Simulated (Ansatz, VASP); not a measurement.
# FeCu in VASP and in Ansatz

Contents of INCAR:

```
PREC = Accurate
ENCUT = 700
EDIFF = 1E-6
ISMEAR = -1
SIGMA = 0.03
LREAL = False
LASPH = True
NELM = 200
ALGO = Normal
ISIF = 2
LWAVE = False
LCHARG = False
ISPIN = 2
MAGMOM = 3 0
LORBIT = 11
LMAXMIX = 4
GGA = PE
NBANDS = 28
GGA_COMPAT = False
```

KPOINTS

```
Automatic mesh
0
Gamma
  12 12 7
```

POSCAR

```
FeCu
1.0
    1.5198533843     -2.1006932052      0.0000000000
    1.5198533843      2.1006932052      0.0000000000
    0.0000000000      0.0000000000      4.3728574876
Fe Cu
1 1
Direct
    0.0000000000      0.0000000000      0.0000000000
    0.5000000000      0.5000000000      0.5000000000
```

Input for Ansatz:

```yaml
crystal:
  lattice:
    - [1.5198533843, -2.1006932052, 0.0]
    - [1.5198533843, 2.1006932052, 0.0]
    - [0.0, 0.0, 4.3728574876]
  atoms:
    - { symbol: Fe, position: [0.0, 0.0, 0.0], spin: 3.0 }
    - { symbol: Cu, position: [0.5, 0.5, 0.5] }
magnetization:
  spin_polarized: true
kpoints:
  mp_grid: { grid: [12, 12, 7] }
scf:
  occupations: { method: fermi_dirac, width: 0.03 }
hamiltonian:
  xc: pbe
  pseudopotentials: { kind: paw }
output:
  forces: true
  stress: true
  eigenvalues: true
  populations: true
```

Change from the starting cell: volume scaled by 1.18, PAW files.

Alike in both runs: task single point; functional PBE; k mesh 12 × 12 × 7; occupations fermi-dirac, width 0.03 eV; collinear spin.

|  | VASP | Ansatz |
| --- | --- | --- |
| version | VASP 6.6.1 | Ansatz 0.2.0 |
| potentials or method | VASP PAW PBE potentials, release 64 (Fe_sv, Cu_sv_GW) | PAW with Ansatz's default frozen-core files, scalar-relativistic |
| plane-wave cutoff (eV) | 700 | 420 |
| valence electrons in the cell | 35 | 35 |

Ansatz gave:

- pressure (GPa): -16.1
- traceless stress, the component that is largest in VASP (GPa): 1.03
- net moment per atom (μB): 1.42
- size of the moment on the site where the two differ most (μB): 2.84

Question: What did VASP give for the same quantities?

Answer: Pressure (GPa): -18.7; traceless stress, the component that is largest in VASP (GPa): 1.01; net moment per atom (μB): 1.42; size of the moment on the site where the two differ most (μB): 2.73.

Site moments also hang on the region over which each program counts them.
